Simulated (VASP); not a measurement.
# PbO in VASP: further runs, part 2 of 2

VASP 6.6.1. The steps go on from the part before.

## Step 3: Relaxation of cell and atoms, PBE

This run uses another cell than the first one, of 17.00 Å³/atom.

Contents of INCAR:

```
SYSTEM = PbO
PREC = Accurate
ENCUT = 600
EDIFF = 1E-6
ISMEAR = 0
SIGMA = 0.05
LREAL = .FALSE.
LASPH = .TRUE.
NELM = 60
ALGO = Normal
ISIF = 3
LWAVE = .FALSE.
LCHARG = .FALSE.
GGA = PE
IBRION = 2
NSW = 80
EDIFFG = -0.01
```

Contents of KPOINTS:

```
regular mesh
0
G
  12 12 10
  0 0 0
```

Contents of POSCAR:

```
PbO
1.0
    3.4261742452      0.0000000000      0.0000000000
   -1.7130871226      2.9671539342      0.0000000000
    0.0000000000      0.0000000000      3.3437763165
Pb O
1 1
Direct
    0.0000000000      0.0000000000      0.0000000000
    0.6666666667      0.3333333333      0.5000000000
```

Potentials or basis: VASP PAW PBE potentials, release 64 (Pb_d, O).

The run is started by

```
cat potpaw_PBE.64/Pb_d/POTCAR potpaw_PBE.64/O/POTCAR > POTCAR
mpirun -np 1 vasp_std > vasp.out
```

OUTCAR:

```text
SYSTEM = PbO
   PREC = Accurate
   ENCUT = 600
   EDIFF = 1E-6
   ISMEAR = 0
   LREAL = .FALSE.
   LASPH = .TRUE.
   NELM = 60
   ISIF = 3
   GGA = PE
   IBRION = 2
   NSW = 80
   EDIFFG = -0.01

 ion  position               nearest neighbor table
   1  0.000  0.000  0.000-   2 2.59   2 2.59   2 2.59   2 2.59   2 2.59   2 2.59
   2  0.667  0.333  0.500-   1 2.59   1 2.59   1 2.59   1 2.59   1 2.59   1 2.59

  LATTYP: Found a hexagonal cell.
 ALAT       =     3.4261742452
 C/A-ratio  =     0.9759504559

  Lattice vectors:

 A1 = (   3.4261742452,   0.0000000000,   0.0000000000)
 A2 = (  -1.7130871226,   2.9671539342,   0.0000000000)
 A3 = (   0.0000000000,   0.0000000000,   3.3437763165)

Analysis of symmetry for initial positions (statically):
=====================================================================
 Subroutine PRICEL returns:
 Original cell was already a primitive cell.

 Routine SETGRP: Setting up the symmetry group for a
 hexagonal supercell.

 Subroutine GETGRP returns: Found 12 space group operations
 (whereof 12 operations were pure point group operations)
 out of a pool of 24 trial point group operations.

The static configuration has the point symmetry D_3h.

Analysis of symmetry for dynamics (positions and initial velocities):
=====================================================================
 Subroutine PRICEL returns:
 Original cell was already a primitive cell.

 Routine SETGRP: Setting up the symmetry group for a
 hexagonal supercell.

 Subroutine GETGRP returns: Found 12 space group operations
 (whereof 12 operations were pure point group operations)
 out of a pool of 24 trial point group operations.

The dynamic configuration has the point symmetry D_3h.

 Subroutine INISYM returns: Found 12 space group operations
 (whereof 12 operations are pure point group operations),
 and found     1 'primitive' translations

----------------------------------------------------------------------------------------

                                     Primitive cell

[... 136 lines left out ...]
  ext. energy  EPLUGINS =         0.00000000
  ---------------------------------------------------
  free energy    TOTEN  =       -10.11253253 eV

  energy without entropy =      -10.11252538  energy(sigma->0) =      -10.11252896

------------------------ aborting loop because EDIFF is reached ----------------------------------------

  FORCE on cell =-STRESS in cart. coord.  units (eV):
  Direction    XX          YY          ZZ          XY          YZ          ZX
  --------------------------------------------------------------------------------------
  -------------------------------------------------------------------------------------
  Total        1.5089830      1.5089830      0.2485078      0.0000000      0.0000000     -0.0000000
  in kB       71.1226939     71.1226939     11.7128849      0.0000000      0.0000000     -0.0000000
  external PRESSURE =      51.3194243 kB  Pullay stress =       0.0000000 kB
[... 131 lines left out ...]
--------------------------------------- Ionic step        5  -------------------------------------------

 number of electron      19.9999998 magnetization

 Free energy of the ion-electron system (eV)
  ---------------------------------------------------
  ext. energy  EPLUGINS =         0.00000000
  ---------------------------------------------------
  free energy    TOTEN  =       -10.17189997 eV

  energy without entropy =      -10.17184690  energy(sigma->0) =      -10.17187344

 E-fermi :   6.4594     XC(G=0): -10.5286

 val. band max:        6.4496009126   @ k =   0.3333   0.3333   0.0000
 cond. band min:       6.7484064078   @ k =   0.3333   0.3333   0.5000
 fundamental gap:      0.2988054952
 Fermi energy:         6.4593951099

 k-point     1 :       0.0000    0.0000    0.0000
  band No.  band energies     occupation
      1     -11.2374      2.00000
      2     -10.4857      2.00000
      3     -10.3169      2.00000
      4     -10.3169      2.00000
      5     -10.0469      2.00000
      6     -10.0469      2.00000
      7      -1.6204      2.00000
      8       3.8561      2.00000
      9       4.2841      2.00000
     10       4.2841      2.00000
     11      12.6483      0.00000
     12      12.6483      0.00000
     13      14.6099      0.00000
     14      15.4454      0.00000
[... 377 lines left out ...]
      1     -11.1106      2.00000
      2     -10.4157      2.00000
      3     -10.1908      2.00000
      4     -10.1519      2.00000
      5     -10.0788      2.00000
      6      -9.8702      2.00000
      7      -1.9635      2.00000
      8       3.6285      2.00000
      9       3.6958      2.00000
     10       5.1175      2.00000
     11       8.3007      0.00000
     12      12.6282      0.00000
     13      13.3306      0.00000
     14      15.4194      0.00000

 [... further k-points ...]

------------------------ aborting loop because EDIFF is reached ----------------------------------------

  FORCE on cell =-STRESS in cart. coord.  units (eV):
  Direction    XX          YY          ZZ          XY          YZ          ZX
  --------------------------------------------------------------------------------------
  -------------------------------------------------------------------------------------
  Total       -0.0056896     -0.0056896     -0.0141379      0.0000000      0.0000000      0.0000000
  in kB       -0.2509198     -0.2509198     -0.6234970      0.0000000      0.0000000      0.0000000
  external PRESSURE =      -0.3751122 kB  Pullay stress =       0.0000000 kB
[... 17 lines left out ...]
  FREE ENERGIE OF THE ION-ELECTRON SYSTEM (eV)
  ---------------------------------------------------
  free  energy   TOTEN  =       -10.1718999731 eV

  energy  without entropy=      -10.1718469027  energy(sigma->0) =      -10.17187344

 reached required accuracy - stopping structural energy minimisation
```

OSZICAR:

```text
N       E                     dE             d eps       ncg     rms          rms(c)
DAV:   1     0.187047481078E+03    0.18705E+03   -0.11621E+04  3204   0.192E+03
DAV:   2     0.392418883957E+01   -0.18312E+03   -0.17699E+03  3456   0.431E+02
[... 39 lines left out ...]
   4 F= -.10171852E+02 E0= -.10171825E+02  d E =-.896293E-02
       N       E                     dE             d eps       ncg     rms          rms(c)
DAV:   1    -0.101721775262E+02   -0.32626E-03   -0.16374E-02  3596   0.147E+00    0.927E-02
DAV:   2    -0.101719995548E+02    0.17797E-03   -0.38999E-04  3736   0.307E-01    0.537E-02
DAV:   3    -0.101719005771E+02    0.98978E-04   -0.15421E-04  4296   0.252E-01    0.106E-02
DAV:   4    -0.101718998538E+02    0.72335E-06   -0.24338E-05  4132   0.614E-02    0.441E-03
DAV:   5    -0.101718999731E+02   -0.11932E-06   -0.20775E-06  1954   0.269E-02
   5 F= -.10171900E+02 E0= -.10171873E+02  d E =-.901095E-02
```

CONTCAR:

```text
PbO
   1.00000000000000
     3.5682553078689931    0.0000000000000000   -0.0000000000000000
    -1.7841276539344966    3.0901997438761524    0.0000000000000000
     0.0000000000000000    0.0000000000000000    3.2947137601916783
  Pb              O
     1     1
Direct
     0.0000000000000000    0.0000000000000000    0.0000000000000000
     0.6666666667000030    0.3333333332999970    0.5000000000000000

  0.00000000E+00  0.00000000E+00  0.00000000E+00
  0.00000000E+00  0.00000000E+00  0.00000000E+00
```

Wall time 3 min (1 thread of Intel Xeon Platinum 8259CL at 2.50GHz (Skylake/Cascade Lake), shared host); peak memory 0.22 GiB.

Results:

- Free energy: -10.1719 eV
- Relaxed volume: 18.16 Å³/atom
- Relaxed cell: a = 3.568 Å, b = 3.568 Å, c = 3.295 Å, α = 90.00°, β = 90.00°, γ = 120.00°
- Space group after relaxing (to 0.1 Å): P-6m2 (No. 187)
- Energy gained by relaxing: 29.7 meV/atom
- Ionic steps: 5
- Pressure after relaxing: 0.0 GPa
- Band gap on the k mesh: zero (bands 10 and 11 overlap by 0.02 eV)

The path:
```tsv
step	energy change (eV)	largest force (eV/Å)	pressure (GPa)	volume (Å³)
1	0.0000	0.0000	5.13	33.99
2	-0.0501	0.0000	-1.43	36.73
3	-0.0504	0.0000	-0.98	36.53
4	-0.0593	0.0000	-0.09	36.34
5	-0.0594	0.0000	-0.04	36.33
```

Final structure:
```
CELL_PARAMETERS angstrom
3.56826 0.00000 0.00000
-1.78413 3.09020 0.00000
0.00000 0.00000 3.29471
ATOMIC_POSITIONS crystal
Pb 0.00000 0.00000 0.00000
O 0.66667 0.33333 0.50000
```

Caveat: semilocal functionals underestimate gaps, so a narrow gap can read as zero; spin-orbit coupling is left out, which moves the levels of the heavy elements.
